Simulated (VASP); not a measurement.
# FeO (Fm-3m) in VASP: notebook

The runs below take FeO through single point, with PBE, PBE+U.

All numbers are computed with VASP 6.6.1; they aren't measurements. Logs are shortened: lines on timing, memory, paths and dates and some standing lists are left out, and cuts for length are marked.

**The experiment to reproduce.**

“W\"ustite: Electric, thermodynamic and optical properties of FeO”, 2012, arxiv:1203.1201 quotes, for a bulk crystal of FeO: band gap 2.4 eV (optical).

The runs below are set against these values where they give the same quantity.

## Step 1: The cell of the first run

The structure is cubic, space group Fm-3m (No. 225). The conventional cell has a = 4.311 Å, b = 4.311 Å, c = 4.311 Å, α = 90.00°, β = 90.00°, γ = 90.00°. Within 2.9 Å of Fe (site symmetry m-3m) lie 6 O at 2.16 Å. Within 2.9 Å of O (site symmetry m-3m) lie 6 Fe at 2.16 Å.

## Step 2: Single point, PBE, collinear spin, ferromagnetic start

Input file INCAR:

```
SYSTEM = FeO
  ALGO = Normal
  EDIFF = 1E-6
  ENCUT = 600
  GGA = PE
  GGA_COMPAT = .FALSE.
  ISIF = 2
  ISMEAR = -1
  ISPIN = 2
  LASPH = .TRUE.
  LCHARG = .FALSE.
  LMAXMIX = 4
  LORBIT = 11
  LREAL = .FALSE.
  LWAVE = .FALSE.
  MAGMOM = 3 0
  NBANDS = 22
  NELM = 200
  PREC = Accurate
  SIGMA = 0.05
```

Input file KPOINTS:

```
k-points
0
G
  11 11 11
  0 0 0
```

Input file POSCAR:

```
FeO
1.0
    0.0000000000      2.1554001600      2.1554001600
    2.1554001600      0.0000000000      2.1554001600
    2.1554001600      2.1554001600      0.0000000000
Fe O
1 1
Direct
    0.0000000000      0.0000000000      0.0000000000
    0.5000000000      0.5000000000      0.5000000000
```

Potentials or basis: VASP PAW PBE potentials, release 64 (Fe_sv, O).

Run with:

```bash
$ cat potpaw_PBE.64/Fe_sv/POTCAR potpaw_PBE.64/O/POTCAR > POTCAR
$ mpirun -np 1 vasp_std > vasp.out
```

OUTCAR:

```text
SYSTEM = FeO
   EDIFF = 1E-6
   ENCUT = 600
   GGA = PE
   ISIF = 2
   ISMEAR = -1
   ISPIN = 2
   LASPH = .TRUE.
   LORBIT = 11
   LREAL = .FALSE.
   NELM = 200
   PREC = Accurate

 ion  position               nearest neighbor table
   1  0.000  0.000  0.000-   2 2.16   2 2.16   2 2.16   2 2.16   2 2.16   2 2.16
   2  0.500  0.500  0.500-   1 2.16   1 2.16   1 2.16   1 2.16   1 2.16   1 2.16

  LATTYP: Found a face centered cubic cell.
 ALAT       =     4.3108003200

  Lattice vectors:

 A1 = (   0.0000000000,   2.1554001600,   2.1554001600)
 A2 = (   2.1554001600,   0.0000000000,   2.1554001600)
 A3 = (   2.1554001600,   2.1554001600,   0.0000000000)

Analysis of symmetry for initial positions (statically):
=====================================================================
 Subroutine PRICEL returns:
 Original cell was already a primitive cell.

 Routine SETGRP: Setting up the symmetry group for a
 face centered cubic supercell.

 Subroutine GETGRP returns: Found 48 space group operations
 (whereof 48 operations were pure point group operations)
 out of a pool of 48 trial point group operations.

The static configuration has the point symmetry O_h .

Analysis of symmetry for dynamics (positions and initial velocities):
=====================================================================
 Subroutine PRICEL returns:
 Original cell was already a primitive cell.

 Routine SETGRP: Setting up the symmetry group for a
 face centered cubic supercell.

 Subroutine GETGRP returns: Found 48 space group operations
 (whereof 48 operations were pure point group operations)
 out of a pool of 48 trial point group operations.

The dynamic configuration has the point symmetry O_h .

Analysis of structural, dynamic, and magnetic symmetry:
=====================================================================
 Subroutine PRICEL returns:
 Original cell was already a primitive cell.

 Routine SETGRP: Setting up the symmetry group for a
 face centered cubic supercell.

 Subroutine GETGRP returns: Found 48 space group operations
 (whereof 48 operations were pure point group operations)
 out of a pool of 48 trial point group operations.

The overall configuration has the point symmetry O_h .

 Subroutine INISYM returns: Found 48 space group operations
 (whereof 48 operations are pure point group operations),
 and found     1 'primitive' translations

----------------------------------------------------------------------------------------

                                     Primitive cell

  volume of cell :      20.0269

  direct lattice vectors                    reciprocal lattice vectors
     0.000000000  2.155400160  2.155400160    -0.231975486  0.231975486  0.231975486
     2.155400160  0.000000000  2.155400160     0.231975486 -0.231975486  0.231975486
     2.155400160  2.155400160  0.000000000     0.231975486  0.231975486 -0.231975486

  length of vectors
     3.048196139  3.048196139  3.048196139     0.401793328  0.401793328  0.401793328

  position of ions in fractional coordinates (direct lattice)
     0.000000000  0.000000000  0.000000000
     0.500000000  0.500000000  0.500000000

  ion indices of the primitive-cell ions
   primitive index   ion index
                 1           1
                 2           2

----------------------------------------------------------------------------------------

 KPOINTS: k-points

Automatic generation of k-mesh.
 Grid dimensions read from file:
 generate k-points for:   11   11   11

 Generating k-lattice:

  Cartesian coordinates                     Fractional coordinates (reciprocal lattice)
    -0.021088681  0.021088681  0.021088681     0.090909091  0.000000000  0.000000000
     0.021088681 -0.021088681  0.021088681     0.000000000  0.090909091  0.000000000
     0.021088681  0.021088681 -0.021088681     0.000000000  0.000000000  0.090909091

  Length of vectors
     0.036526666  0.036526666  0.036526666

  Shift w.r.t. Gamma in fractional coordinates (k-lattice)
     0.000000000  0.000000000  0.000000000

 Subroutine IBZKPT returns following result:
 ===========================================

 Found     56 irreducible k-points:

 Following reciprocal coordinates:
            Coordinates               Weight
  0.000000  0.000000  0.000000      1.000000
  0.090909  0.000000  0.000000      8.000000
  0.181818  0.000000  0.000000      8.000000
  0.272727  0.000000  0.000000      8.000000
  0.363636  0.000000  0.000000      8.000000
  0.454545  0.000000  0.000000      8.000000
[... 16 lines left out ...]
 -0.272727  0.181818  0.000000     24.000000
 -0.181818  0.181818  0.000000     12.000000
 [... further k-points ...]
   k-points           NKPTS =     56   k-points in BZ     NKDIM =     56   number of bands    NBANDS=     22
   number of dos      NEDOS =    301   number of ions     NIONS =      2
   total plane-waves  NPLWV =  13824
   dimension x,y,z NGX =    24 NGY =   24 NGZ =   24
   dimension x,y,z NGXF=    48 NGYF=   48 NGZF=   48
   ions per type =               1   1
   NGX,Y,Z   is equivalent  to a cutoff of  13.09, 13.09, 13.09 a.u.
   NGXF,Y,Z  is equivalent  to a cutoff of  26.18, 26.18, 26.18 a.u.
 SYSTEM =  FeO
   PREC   = accura    normal or accurate (medium, high low for compatibility)
   ISTART =      0    job   : 0-new  1-cont  2-samecut
   ICHARG =      2    charge: 1-file 2-atom 10-const
   ISPIN  =      2    spin polarized calculation?
   LNONCOLLINEAR =      F non collinear calculations
   LSORBIT =      F    spin-orbit coupling
   LASPH  =      T    aspherical Exc in radial PAW
   ENCUT  =  600.0 eV  44.10 Ry    6.64 a.u.   6.09  6.09  6.09*2*pi/ulx,y,z
   NELM   =    200;   NELMIN=  2; NELMDL= -5     # of ELM steps
   EDIFF  = 0.1E-05   stopping-criterion for ELM
   LREAL  =      F    real-space projection
   EDIFFG = 0.1E-04   stopping-criterion for IOM
   NSW    =      0    number of steps for IOM
   IBRION =     -1    ionic relax: 0-MD 1-quasi-New 2-CG
   NFREE  =      0    steps in history (QN), initial steepest desc. (CG)
   ISIF   =      2    stress and relaxation
   ISYM   =      2    0-nonsym 1-usesym 2-fastsym
   POTIM  = 0.5000    time-step for ionic-motion
   TEBEG  =    0.0;   TEEND  =   0.0 temperature during run
   PSTRESS=    0.0 pullay stress
   NELECT =      22.0000    total number of electrons
   NUPDOWN=      -1.0000    fix difference up-down
   EMIN   =  10.00;   EMAX   =-10.00  energy-range for DOS
   EFERMI =   0.00;   METHOD = LEGACY
   ISMEAR =    -1;   SIGMA  =   0.05  broadening in eV -4-tet -1-fermi 0-gaus
   EFERMI_NEDOS =   21; number of points for ismear=-14 and -15
   IALGO  =     38    algorithm
   IMIX   =      4    mixing-type and parameters
     AMIX     =   0.40;   BMIX     =  1.00
     AMIX_MAG =   1.60;   BMIX_MAG =  1.00
  volume/ion in A,a.u.               =      10.01        67.57
  Fermi-wavevector in a.u.,A,eV,Ry     =   1.689187  3.192101 38.822236  2.853354
  Thomas-Fermi vector in A             =   2.771359
   LORBIT       =     11    0 simple, 1 ext, 2 COOP (PROOUT), +10 PAW based schemes
   GGA     = PE    functional components
   LHFCALC =     F    Hartree Fock is set to
   AEXX    =    0.0000 exact exchange contribution
   IVDW    =     0    specifies the selected vdW correction
   LEPSILON=     F    determine dielectric tensor
   LRPA    =     F    only Hartree local field effects (RPA)
 spin polarized calculation
  energy-cutoff  :      600.00
  volume of cell :       20.03
 maximum number of plane-waves:       678
   NGX = 13   NGY = 13   NGZ = 13

 number of electron      22.0000013 magnetization       4.0007050

 Free energy of the ion-electron system (eV)
  ---------------------------------------------------
  ext. energy  EPLUGINS =         0.00000000
  ---------------------------------------------------
  free energy    TOTEN  =       -15.03912428 eV

  energy without entropy =      -15.02747135  energy(sigma->0) =      -15.03329782

 E-fermi :   9.8161     XC(G=0): -12.5278

 val. band max:        9.8101066282   @ k =  -0.2727   0.3636   0.0909
 cond. band min:       9.8171619489   @ k =  -0.3636   0.2727   0.0909
 fundamental gap:      0.0070553207
 Fermi energy:         9.8161231652

 spin component 1

 k-point     1 :       0.0000    0.0000    0.0000
  band No.  band energies     occupation
      1     -80.1012      1.00000
      2     -46.1234      1.00000
      3     -46.1234      1.00000
      4     -46.1234      1.00000
      5     -10.9728      1.00000
      6       5.9401      1.00000
[... 14 lines left out ...]
     21      30.3727      0.00000
     22      33.4371      0.00000
[... 552 lines left out ...]
  band No.  band energies     occupation
      1     -80.0977      1.00000
      2     -46.1524      1.00000
      3     -46.1367      1.00000
      4     -46.1274      1.00000
      5     -10.2701      1.00000
      6       2.4922      1.00000
[... 14 lines left out ...]
     21      36.0926      0.00000
     22      37.8314      0.00000

 [... further k-points ...]

 spin component 2

 k-point     1 :       0.0000    0.0000    0.0000
  band No.  band energies     occupation
      1     -75.9385      1.00000
      2     -42.0541      1.00000
      3     -42.0541      1.00000
      4     -42.0540      1.00000
      5     -10.4484      1.00000
      6       6.4869      1.00000
[... 14 lines left out ...]
     21      31.9665      0.00000
     22      34.5607      0.00000
[... 552 lines left out ...]
  band No.  band energies     occupation
      1     -75.9343      1.00000
      2     -42.0904      1.00000
      3     -42.0701      1.00000
      4     -42.0587      1.00000
      5      -9.7306      1.00000
      6       3.3532      1.00000
[... 14 lines left out ...]
     21      36.8656      0.00000
     22      38.6068      0.00000

 [... further k-points ...]

------------------------ aborting loop because EDIFF is reached ----------------------------------------

  FORCE on cell =-STRESS in cart. coord.  units (eV):
  Direction    XX          YY          ZZ          XY          YZ          ZX
  --------------------------------------------------------------------------------------
  -------------------------------------------------------------------------------------
  Total       -0.3196654     -0.3196654     -0.3196654     -0.0000000      0.0000000      0.0000000
  in kB      -25.5736381    -25.5736381    -25.5736381     -0.0000000      0.0000000      0.0000000
  external PRESSURE =     -25.5736381 kB  Pullay stress =       0.0000000 kB

 VOLUME and BASIS-vectors are now :
 -----------------------------------------------------------------------------
  energy-cutoff  :      600.00
  volume of cell :       20.03
      direct lattice vectors                 reciprocal lattice vectors
     0.000000000  2.155400160  2.155400160    -0.231975486  0.231975486  0.231975486
     2.155400160  0.000000000  2.155400160     0.231975486 -0.231975486  0.231975486
     2.155400160  2.155400160  0.000000000     0.231975486  0.231975486 -0.231975486

 POSITION                                       TOTAL-FORCE (eV/Angst)
 -----------------------------------------------------------------------------------
      0.00000      0.00000      0.00000         0.000000      0.000000      0.000000
      2.15540      2.15540      2.15540        -0.000000     -0.000000     -0.000000
 -----------------------------------------------------------------------------------
    total drift:                                0.000000     -0.000000     -0.000000

  FREE ENERGIE OF THE ION-ELECTRON SYSTEM (eV)
  ---------------------------------------------------
  free  energy   TOTEN  =       -15.0391242834 eV

  energy  without entropy=      -15.0274713521  energy(sigma->0) =      -15.03329782

 total charge

# of ion       s       p       d       tot
------------------------------------------
    1        2.103   5.996   5.513  13.612
    2        1.552   3.441   0.000   4.993
--------------------------------------------------
tot          3.655   9.437   5.513  18.605

 magnetization (x)

# of ion       s       p       d       tot
------------------------------------------
    1        0.015   0.010   3.450   3.476
    2        0.030   0.266   0.000   0.296
--------------------------------------------------
tot          0.045   0.277   3.450   3.772
```

Wall time 29 s (1 thread of Intel Xeon Platinum 8488C (Sapphire Rapids), shared host); peak memory 0.17 GiB.

Results:

```yaml
Free_energy: -15.0391 eV
Pressure: -2.6 GPa
Band_gap_on_the_k_mesh: zero (filled and empty bands overlap)
Net_moment: 4.00 μB per cell
Site_moments: Fe +3.48; O +0.30 μB
Valence_electrons_inside_the_program's_atomic_spheres: Fe 13.61; O 4.99
```

Levels at points of the mesh, in eV from the Fermi level:
Spin up:
```tsv
k point	band 11	band 12	band 13	band 14	band 15	band 16
(0.00, 0.00, 0.00)	-3.87	-3.68	-3.68	0.01	15.24	16.95
```
Spin down:
```csv
k point,band 7,band 8,band 9,band 10,band 11,band 12
"(0.00, 0.00, 0.00)",-3.33,-3.33,-0.74,-0.74,-0.74,0.22
```

Caveat: a cell with one magnetic atom can't hold antiferromagnetic order, which such compounds often take; semilocal functionals often make such compounds metallic where correlation or magnetic order opens a gap, which also shifts bond lengths.

## Step 3: Single point, PBE+U

Input file INCAR:

```
PREC = Accurate
ENCUT = 600
EDIFF = 1E-6
ISMEAR = 0
SIGMA = 0.05
LREAL = F
LASPH = T
NELM = 200
ALGO = Normal
ISIF = 2
LWAVE = F
LCHARG = F
LMAXMIX = 4
LDAU = T
LDAUTYPE = 2
LDAUL = 2 -1
LDAUU = 5 0
LDAUJ = 0 0
LDAUPRINT = 1
GGA = PE
NBANDS = 14
GGA_COMPAT = F
```

Input file KPOINTS:

```
regular mesh
0
Gamma
  8 8 8
```

POSCAR is that of step 2.

Potentials or basis: VASP PAW PBE potentials, release 64 (Fe, O).

Run with:

```bash
$ cat potpaw_PBE.64/Fe/POTCAR potpaw_PBE.64/O/POTCAR > POTCAR
$ mpirun -np 1 vasp_std > vasp.out
```

OUTCAR:

```text
PREC = Accurate
   ENCUT = 600
   EDIFF = 1E-6
   ISMEAR = 0
   LREAL = F
   LASPH = T
   NELM = 200
   ISIF = 2
   GGA = PE

 ion  position               nearest neighbor table
   1  0.000  0.000  0.000-   2 2.16   2 2.16   2 2.16   2 2.16   2 2.16   2 2.16
   2  0.500  0.500  0.500-   1 2.16   1 2.16   1 2.16   1 2.16   1 2.16   1 2.16

  LATTYP: Found a face centered cubic cell.
 ALAT       =     4.3108003200

  Lattice vectors:

[... 629 lines left out ...]

 [... further k-points ...]

------------------------ aborting loop because EDIFF is reached ----------------------------------------

  FORCE on cell =-STRESS in cart. coord.  units (eV):
  Direction    XX          YY          ZZ          XY          YZ          ZX
  --------------------------------------------------------------------------------------
  -------------------------------------------------------------------------------------
  Total       -2.1341557     -2.1341557     -2.1341557     -0.0000000     -0.0000000      0.0000000
  in kB     -170.7351597   -170.7351597   -170.7351597     -0.0000000     -0.0000000      0.0000000
  external PRESSURE =    -170.7351597 kB  Pullay stress =       0.0000000 kB

 VOLUME and BASIS-vectors are now :
 -----------------------------------------------------------------------------
  energy-cutoff  :      600.00
  volume of cell :       20.03
      direct lattice vectors                 reciprocal lattice vectors
     0.000000000  2.155400160  2.155400160    -0.231975486  0.231975486  0.231975486
     2.155400160  0.000000000  2.155400160     0.231975486 -0.231975486  0.231975486
     2.155400160  2.155400160  0.000000000     0.231975486  0.231975486 -0.231975486

 POSITION                                       TOTAL-FORCE (eV/Angst)
 -----------------------------------------------------------------------------------
      0.00000      0.00000      0.00000        -0.000000      0.000000     -0.000000
      2.15540      2.15540      2.15540         0.000000     -0.000000      0.000000
 -----------------------------------------------------------------------------------
    total drift:                                0.000000     -0.000000     -0.000000

  FREE ENERGIE OF THE ION-ELECTRON SYSTEM (eV)
  ---------------------------------------------------
  free  energy   TOTEN  =       -11.3302081681 eV

  energy  without entropy=      -11.3302081681  energy(sigma->0) =      -11.33020817
```

OSZICAR:

```text
N       E                     dE             d eps       ncg     rms          rms(c)
DAV:   1     0.899283825385E+02    0.89928E+02   -0.79053E+03   836   0.135E+03
DAV:   2    -0.404163156620E+01   -0.93970E+02   -0.82631E+02   926   0.252E+02
DAV:   3    -0.970239468610E+01   -0.56608E+01   -0.54499E+01   896   0.718E+01
DAV:   4    -0.975341880431E+01   -0.51024E-01   -0.50966E-01   872   0.654E+00
DAV:   5    -0.975395501545E+01   -0.53621E-03   -0.53620E-03   908   0.721E-01    0.128E+01
DAV:   6    -0.106092649136E+02   -0.85531E+00   -0.19616E+01   850   0.651E+01    0.153E+01
DAV:   7    -0.953778116165E+01    0.10715E+01   -0.11593E+01   924   0.554E+01    0.595E+00
DAV:   8    -0.107291116095E+02   -0.11913E+01   -0.40526E-01   884   0.808E+00    0.333E+00
DAV:   9    -0.113184397379E+02   -0.58933E+00   -0.33068E-01  1024   0.102E+01    0.651E-01
DAV:  10    -0.113243763366E+02   -0.59366E-02   -0.37709E-02   896   0.180E+00    0.489E-01
DAV:  11    -0.113301707936E+02   -0.57945E-02   -0.56462E-03   878   0.173E+00    0.126E-01
DAV:  12    -0.113298709241E+02    0.29987E-03   -0.12595E-03  1094   0.435E-01    0.723E-02
DAV:  13    -0.113302042602E+02   -0.33334E-03   -0.25292E-04   858   0.371E-01    0.841E-03
DAV:  14    -0.113302070142E+02   -0.27540E-05   -0.33942E-05   920   0.541E-02    0.598E-03
DAV:  15    -0.113302081201E+02   -0.11059E-05   -0.78572E-07   598   0.237E-02    0.142E-03
DAV:  16    -0.113302081681E+02   -0.48055E-07   -0.32575E-07   442   0.602E-03
   1 F= -.11330208E+02 E0= -.11330208E+02  d E =-.334450E-13
```

It took 9.4 s on 1 thread of Intel Xeon Platinum 8259CL at 2.50GHz (Skylake/Cascade Lake), shared host; peak memory 0.14 GiB.

What came out:

```
Free energy            : -11.3302 eV
Pressure               : -17.1 GPa
Band gap on the k mesh : 2.90 eV, indirect (least direct gap 3.28 eV)
```

Eigenvalues of the final occupation matrices:
```csv
site,spin,trace,eigenvalues
site 1 d,1,3.15,0.13 0.13 0.97 0.97 0.97
site 1 d,2,3.15,0.13 0.13 0.97 0.97 0.97
```

A k mesh can miss the band edges. Spin polarisation is off, so any magnetic state and its effect on volume and gap are missing.

## Step 4: How close it comes

Step 2. Measured gap of FeO: 2.4 eV (optical; quoted in “W\"ustite: Electric, thermodynamic and optical properties of FeO”, 2012, arxiv:1203.1201). This calculation gives 0.00 eV (-2.40 eV). So large a miss can be the level of theory's own, or it may mean another phase, state or a wrong row. The value is that of PBE on a finite k mesh, which can miss the band edges, without temperature or zero-point motion. Semilocal functionals fall short of measured gaps as a rule. The run's magnetic order (collinear spin, ferromagnetic start) needn't be the measured crystal's.
